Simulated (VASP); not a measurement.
# RbBi (P4/mmm) in VASP: a series of runs

The runs below take RbBi through single point, with LDA.

Program: VASP 6.6.1. These are calculated values, not measurements. Logs are shortened: lines on timing, memory, paths and dates and some standing lists are left out, and cuts for length are marked.

## Step 1: The cell of the first run

It takes space group P4/mmm (No. 123, tetragonal). Conventional cell: a = 4.685 Å, b = 4.685 Å, c = 3.859 Å, α = 90.00°, β = 90.00°, γ = 90.00°. Rb (site symmetry 4/mmm) has 8 Bi at 3.83 Å and 6 Rb at 3.86 to 4.69 Å within 5.0 Å. Bi (site symmetry 4/mmm) has 8 Rb at 3.83 Å and 6 Bi at 3.86 to 4.69 Å within 5.0 Å.

## Step 2: Single point, LDA

Contents of INCAR:

```
ALGO = Normal
EDIFF = 1E-7
ENCUT = 520
GGA = CA
ISIF = 2
ISMEAR = 1
LASPH = True
LCHARG = False
LREAL = False
LWAVE = False
NBANDS = 19
NELM = 60
PREC = Accurate
SIGMA = 0.1
```

Contents of KPOINTS:

```
k-points
0
Gamma
  3 3 4
```

Contents of POSCAR:

```
RbBi
1.0
    4.6852660000      0.0000000000      0.0000000000
    0.0000000000      4.6852660000      0.0000000000
    0.0000000000      0.0000000000      3.8588810000
Rb Bi
1 1
Direct
    0.5000000000      0.5000000000      0.5000000000
    0.0000000000      0.0000000000      0.0000000000
```

Potentials or basis: VASP PAW LDA potentials, release 64 (Rb_sv, Bi_d).

The run is started by

```sh
$ cat potpaw_LDA.64/Rb_sv/POTCAR potpaw_LDA.64/Bi_d/POTCAR > POTCAR
$ mpirun -np 1 vasp_std > vasp.out
```

OUTCAR:

```text
EDIFF = 1E-7
   ENCUT = 520
   GGA = CA
   ISIF = 2
   ISMEAR = 1
   LASPH = True
   LREAL = False
   NELM = 60
   PREC = Accurate

 ion  position               nearest neighbor table
   1  0.500  0.500  0.500-   2 3.83   2 3.83   2 3.83   2 3.83   2 3.83   2 3.83   2 3.83   2 3.83

   2  0.000  0.000  0.000-   1 3.83   1 3.83   1 3.83   1 3.83   1 3.83   1 3.83   1 3.83   1 3.83

  LATTYP: Found a simple tetragonal cell.
 ALAT       =     4.6852660000
 C/A-ratio  =     0.8236204732

  Lattice vectors:

 A1 = (   4.6852660000,   0.0000000000,   0.0000000000)
 A2 = (   0.0000000000,   4.6852660000,   0.0000000000)
 A3 = (   0.0000000000,   0.0000000000,   3.8588810000)

Analysis of symmetry for initial positions (statically):
=====================================================================
 Subroutine PRICEL returns:
 Original cell was already a primitive cell.

 Routine SETGRP: Setting up the symmetry group for a
 simple tetragonal supercell.

 Subroutine GETGRP returns: Found 16 space group operations
 (whereof 16 operations were pure point group operations)
 out of a pool of 16 trial point group operations.

The static configuration has the point symmetry D_4h.

Analysis of symmetry for dynamics (positions and initial velocities):
=====================================================================
 Subroutine PRICEL returns:
 Original cell was already a primitive cell.

 Routine SETGRP: Setting up the symmetry group for a
 simple tetragonal supercell.

 Subroutine GETGRP returns: Found 16 space group operations
 (whereof 16 operations were pure point group operations)
 out of a pool of 16 trial point group operations.

The dynamic configuration has the point symmetry D_4h.

 Subroutine INISYM returns: Found 16 space group operations
 (whereof 16 operations are pure point group operations),
 and found     1 'primitive' translations

----------------------------------------------------------------------------------------

                                     Primitive cell

  volume of cell :      84.7091

  direct lattice vectors                    reciprocal lattice vectors
     4.685266000  0.000000000  0.000000000     0.213435054  0.000000000  0.000000000
     0.000000000  4.685266000  0.000000000     0.000000000  0.213435054  0.000000000
     0.000000000  0.000000000  3.858881000     0.000000000  0.000000000  0.259142482

  length of vectors
     4.685266000  4.685266000  3.858881000     0.213435054  0.213435054  0.259142482

  position of ions in fractional coordinates (direct lattice)
     0.500000000  0.500000000  0.500000000
     0.000000000  0.000000000  0.000000000

  ion indices of the primitive-cell ions
   primitive index   ion index
                 1           1
                 2           2

----------------------------------------------------------------------------------------

 KPOINTS: k-points

Automatic generation of k-mesh.
 Grid dimensions read from file:
 generate k-points for:    3    3    4

 Generating k-lattice:

  Cartesian coordinates                     Fractional coordinates (reciprocal lattice)
     0.071145018  0.000000000  0.000000000     0.333333333  0.000000000  0.000000000
     0.000000000  0.071145018  0.000000000     0.000000000  0.333333333  0.000000000
     0.000000000  0.000000000  0.064785620     0.000000000  0.000000000  0.250000000

  Length of vectors
     0.071145018  0.071145018  0.064785620

  Shift w.r.t. Gamma in fractional coordinates (k-lattice)
     0.000000000  0.000000000  0.000000000

 Subroutine IBZKPT returns following result:
 ===========================================

 Found      9 irreducible k-points:

 Following reciprocal coordinates:
            Coordinates               Weight
  0.000000  0.000000  0.000000      1.000000
  0.333333  0.000000  0.000000      4.000000
  0.333333  0.333333  0.000000      4.000000
  0.000000  0.000000  0.250000      2.000000
  0.333333  0.000000  0.250000      8.000000
  0.333333  0.333333  0.250000      8.000000
  0.000000  0.000000  0.500000      1.000000
  0.333333  0.000000  0.500000      4.000000
  0.333333  0.333333  0.500000      4.000000
   k-points           NKPTS =      9   k-points in BZ     NKDIM =      9   number of bands    NBANDS=     19
   number of dos      NEDOS =    301   number of ions     NIONS =      2
   total plane-waves  NPLWV =  38880
   dimension x,y,z NGX =    36 NGY =   36 NGZ =   30
   dimension x,y,z NGXF=    72 NGYF=   72 NGZF=   60
   ions per type =               1   1
   NGX,Y,Z   is equivalent  to a cutoff of  12.77, 12.77, 12.92 a.u.
   NGXF,Y,Z  is equivalent  to a cutoff of  25.55, 25.55, 25.85 a.u.
 SYSTEM =  unknown system
   PREC   = accura    normal or accurate (medium, high low for compatibility)
   ISTART =      0    job   : 0-new  1-cont  2-samecut
   ICHARG =      2    charge: 1-file 2-atom 10-const
   ISPIN  =      1    spin polarized calculation?
   LNONCOLLINEAR =      F non collinear calculations
   LSORBIT =      F    spin-orbit coupling
   LASPH  =      T    aspherical Exc in radial PAW
   ENCUT  =  520.0 eV  38.22 Ry    6.18 a.u.   8.71  8.71  7.17*2*pi/ulx,y,z
   NELM   =     60;   NELMIN=  2; NELMDL= -5     # of ELM steps
   EDIFF  = 0.1E-06   stopping-criterion for ELM
   LREAL  =      F    real-space projection
   EDIFFG = 0.1E-05   stopping-criterion for IOM
   NSW    =      0    number of steps for IOM
   IBRION =     -1    ionic relax: 0-MD 1-quasi-New 2-CG
   NFREE  =      0    steps in history (QN), initial steepest desc. (CG)
   ISIF   =      2    stress and relaxation
   ISYM   =      2    0-nonsym 1-usesym 2-fastsym
   POTIM  = 0.5000    time-step for ionic-motion
   TEBEG  =    0.0;   TEEND  =   0.0 temperature during run
   PSTRESS=    0.0 pullay stress
   NELECT =      24.0000    total number of electrons
   NUPDOWN=      -1.0000    fix difference up-down
   EMIN   =  10.00;   EMAX   =-10.00  energy-range for DOS
   EFERMI =   0.00;   METHOD = LEGACY
   ISMEAR =     1;   SIGMA  =   0.10  broadening in eV -4-tet -1-fermi 0-gaus
   EFERMI_NEDOS =   21; number of points for ismear=-14 and -15
   IALGO  =     38    algorithm
   IMIX   =      4    mixing-type and parameters
     AMIX     =   0.40;   BMIX     =  1.00
     AMIX_MAG =   1.60;   BMIX_MAG =  1.00
  volume/ion in A,a.u.               =      42.35       285.82
  Fermi-wavevector in a.u.,A,eV,Ry     =   1.075231  2.031893 15.730003  1.156123
  Thomas-Fermi vector in A             =   2.211082
   LORBIT       =      0    0 simple, 1 ext, 2 COOP (PROOUT), +10 PAW based schemes
   GGA     = CA    functional components
   LHFCALC =     F    Hartree Fock is set to
   AEXX    =    0.0000 exact exchange contribution
   IVDW    =     0    specifies the selected vdW correction
   LEPSILON=     F    determine dielectric tensor
   LRPA    =     F    only Hartree local field effects (RPA)
 non-spin polarized calculation
 Methfessel and Paxton  Order N= 1 SIGMA  =   0.10
  energy-cutoff  :      520.00
  volume of cell :       84.71
 maximum number of plane-waves:      2287
 NGX is ok and might be reduce to    36
   NGX = 17   NGY = 17   NGZ = 15

 number of electron      23.9999989 magnetization

 Free energy of the ion-electron system (eV)
  ---------------------------------------------------
  ext. energy  EPLUGINS =         0.00000000
  ---------------------------------------------------
  free energy    TOTEN  =        -5.77242197 eV

  energy without entropy =       -5.76704624  energy(sigma->0) =       -5.77063006

 E-fermi :   1.9686     XC(G=0):  -8.5178

 val. band max:        1.9467754438   @ k =   0.3333   0.3333   0.2500
 cond. band min:       2.1704693493   @ k =   0.3333   0.0000   0.0000
 fundamental gap:      0.2236939055
 Fermi energy:         1.9685714684

 k-point     1 :       0.0000    0.0000    0.0000
  band No.  band energies     occupation
      1     -24.6850      2.00000
      2     -19.9831      2.00000
      3     -19.9702      2.00000
      4     -19.9271      2.00000
      5     -19.9211      2.00000
      6     -19.9211      2.00000
[... 11 lines left out ...]
     18      10.1979      0.00000
     19      10.1979      0.00000

 k-point     2 :       0.3333    0.0000    0.0000
  band No.  band energies     occupation
      1     -24.6813      2.00000
      2     -19.9845      2.00000
      3     -19.9670      2.00000
      4     -19.9259      2.00000
      5     -19.9222      2.00000
      6     -19.9211      2.00000
[... 11 lines left out ...]
     18       9.1781      0.00000
     19      10.3365      0.00000

 k-point     3 :       0.3333    0.3333    0.0000
  band No.  band energies     occupation
      1     -24.6781      2.00000
      2     -19.9847      2.00000
      3     -19.9636      2.00000
      4     -19.9249      2.00000
      5     -19.9220      2.00000
      6     -19.9220      2.00000
[... 11 lines left out ...]
     18       9.2090      0.00000
     19       9.8481      0.00000

 k-point     4 :       0.0000    0.0000    0.2500
  band No.  band energies     occupation
      1     -24.6629      2.00000
      2     -19.9824      2.00000
      3     -19.9694      2.00000
      4     -19.9288      2.00000
      5     -19.9288      2.00000
      6     -19.9013      2.00000
[... 11 lines left out ...]
     18       8.9591      0.00000
     19       8.9591      0.00000

 k-point     5 :       0.3333    0.0000    0.2500
  band No.  band energies     occupation
      1     -24.6596      2.00000
      2     -19.9836      2.00000
      3     -19.9663      2.00000
      4     -19.9295      2.00000
      5     -19.9286      2.00000
      6     -19.9000      2.00000
[... 11 lines left out ...]
     18       9.0461      0.00000
     19       9.3282      0.00000

 k-point     6 :       0.3333    0.3333    0.2500
  band No.  band energies     occupation
      1     -24.6564      2.00000
      2     -19.9844      2.00000
      3     -19.9629      2.00000
      4     -19.9299      2.00000
      5     -19.9296      2.00000
      6     -19.8988      2.00000
[... 11 lines left out ...]
     18       9.4442      0.00000
     19      10.0258      0.00000

 k-point     7 :       0.0000    0.0000    0.5000
  band No.  band energies     occupation
      1     -24.6406      2.00000
      2     -19.9817      2.00000
      3     -19.9686      2.00000
      4     -19.9364      2.00000
      5     -19.9364      2.00000
      6     -19.8754      2.00000
[... 11 lines left out ...]
     18       9.0828      0.00000
     19       9.0853      0.00000

 k-point     8 :       0.3333    0.0000    0.5000
  band No.  band energies     occupation
      1     -24.6378      2.00000
      2     -19.9828      2.00000
      3     -19.9655      2.00000
      4     -19.9368      2.00000
      5     -19.9362      2.00000
      6     -19.8740      2.00000
[... 11 lines left out ...]
     18       8.5243      0.00000
     19      10.3692      0.00000

 k-point     9 :       0.3333    0.3333    0.5000
  band No.  band energies     occupation
      1     -24.6346      2.00000
      2     -19.9842      2.00000
      3     -19.9623      2.00000
      4     -19.9377      2.00000
      5     -19.9371      2.00000
      6     -19.8728      2.00000
[... 11 lines left out ...]
     18       9.8068      0.00000
     19       9.9106      0.00000

------------------------ aborting loop because EDIFF is reached ----------------------------------------

  FORCE on cell =-STRESS in cart. coord.  units (eV):
  Direction    XX          YY          ZZ          XY          YZ          ZX
  --------------------------------------------------------------------------------------
  -------------------------------------------------------------------------------------
  Total       -2.0185643     -2.0185643      0.3013468      0.0000000      0.0000000     -0.0000000
  in kB      -38.1788883    -38.1788883      5.6996380      0.0000000      0.0000000     -0.0000000
  external PRESSURE =     -23.5527128 kB  Pullay stress =       0.0000000 kB

 VOLUME and BASIS-vectors are now :
 -----------------------------------------------------------------------------
  energy-cutoff  :      520.00
  volume of cell :       84.71
      direct lattice vectors                 reciprocal lattice vectors
     4.685266000  0.000000000  0.000000000     0.213435054  0.000000000  0.000000000
     0.000000000  4.685266000  0.000000000     0.000000000  0.213435054  0.000000000
     0.000000000  0.000000000  3.858881000     0.000000000  0.000000000  0.259142482

 POSITION                                       TOTAL-FORCE (eV/Angst)
 -----------------------------------------------------------------------------------
      2.34263      2.34263      1.92944         0.000000      0.000000      0.000000
      0.00000      0.00000      0.00000         0.000000      0.000000      0.000000
 -----------------------------------------------------------------------------------
    total drift:                                0.000000      0.000000      0.000000

  FREE ENERGIE OF THE ION-ELECTRON SYSTEM (eV)
  ---------------------------------------------------
  free  energy   TOTEN  =        -5.7724219681 eV

  energy  without entropy=       -5.7670462437  energy(sigma->0) =       -5.77063006
```

It took 11 s on 1 thread of Intel Xeon Platinum 8375C at 2.90GHz (Ice Lake), shared host; peak memory 0.16 GiB.

What came out:

```
Free energy            : -5.7724 eV
Pressure               : -2.4 GPa
Band gap on the k mesh : zero (band 12 reaches 2.67 eV, above the bottom of band 13 at 1.64 eV)
```

Stress tensor (GPa, compression positive):
```
-3.82  0.00  0.00
 0.00 -3.82  0.00
 0.00  0.00  0.57
```

Caveat: the k points lie up to 0.45 Å⁻¹ apart; spin-orbit coupling is left out, which moves the levels of the heavy elements.

## Step 3: Single point, LDA

Contents of INCAR:

```
SYSTEM = RbBi
ALGO     = Normal         ! electronic algorithm
EDIFF    = 1E-6           ! SCF threshold, eV
ENCUT    = 520            ! plane-wave cutoff, eV
ISIF     = 2              ! what is computed and relaxed
ISMEAR   = 1              ! smearing method
LASPH    = .TRUE.         ! aspherical terms in the spheres
LCHARG   = .FALSE.        ! write CHGCAR
LREAL    = .FALSE.        ! projectors in reciprocal space
LWAVE    = .FALSE.        ! write WAVECAR
NBANDS   = 19             ! bands
NELM     = 60             ! most SCF steps
PREC     = Accurate       ! precision mode
SIGMA    = 0.1            ! smearing width, eV
```

Contents of KPOINTS:

```
k-points
0
G
  3 3 4
  0 0 0
```

POSCAR is that of step 2.

Potentials or basis: VASP PAW LDA potentials, release 64 (Rb_sv, Bi_d).

The run is started by

```sh
$ cat potpaw_LDA.64/Rb_sv/POTCAR potpaw_LDA.64/Bi_d/POTCAR > POTCAR
$ mpirun -np 1 vasp_std > vasp.out
```

It took 8.8 s on 1 thread of Intel Xeon Platinum 8375C at 2.90GHz (Ice Lake), shared host; peak memory 0.16 GiB.

Results (log left out):

| Quantity | Value |
| --- | --- |
| Free energy | -5.7724 eV |
| Pressure | -2.4 GPa |
| Band gap on the k mesh | zero (band 12 reaches 2.67 eV, above the bottom of band 13 at 1.64 eV) |

Stress tensor (GPa, compression positive):
```
-3.81  0.00  0.00
 0.00 -3.81  0.00
 0.00  0.00  0.57
```

Levels at points of the mesh, in eV from the Fermi level:
```csv
k point,band 10,band 11,band 12,band 13,band 14,band 15
"(0.00, 0.00, 0.00)",-10.16,0.43,0.43,2.21,2.49,2.85
"(0.00, 0.00, 0.50)",-9.21,-2.24,0.70,0.70,4.53,5.20
```

Caveat: the k points lie up to 0.45 Å⁻¹ apart; spin-orbit coupling is left out, which moves the levels of the heavy elements.
